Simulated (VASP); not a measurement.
CdSe, 2 atoms in the cell. The typed cell holds 2 atoms: a = 4.244 Å, b = 4.244 Å, c = 4.244 Å, α = 119.96°, β = 119.96°, γ = 90.06°.  This cell differs from its parent crystal: volume scaled by 0.91, then relaxed in part.

- Program: VASP 6.6.1
- Task: single point
- Functional: PBE
- Potentials or basis: VASP PAW PBE potentials, release 64 (Cd, Se)
- Cutoff: 520 eV
- k mesh: 12 × 12 × 12
- Occupations: gaussian, width 0.02 eV
- Spin: no spin polarisation
- Dipole correction: no
- Further INCAR settings: ALGO = Normal; EDIFF = 1e-06; NBANDS = 16

Potentials or basis: VASP PAW PBE potentials, release 64 (Cd, Se).

The run is started by

```sh
$ cat potpaw_PBE.64/Cd/POTCAR potpaw_PBE.64/Se/POTCAR > POTCAR
$ mpirun -np 1 vasp_std > vasp.out
```

Hardware: 1 thread of Intel(R) Xeon(R) Platinum 8488C (Sapphire Rapids), on a shared host.

Question: Estimate the wall time of this run.

Answer: Wall time 57 s on 1 thread of Intel(R) Xeon(R) Platinum 8488C (Sapphire Rapids), on a shared host, peak memory 0.28 GiB. Counts: scf iterations 12, k points 163.
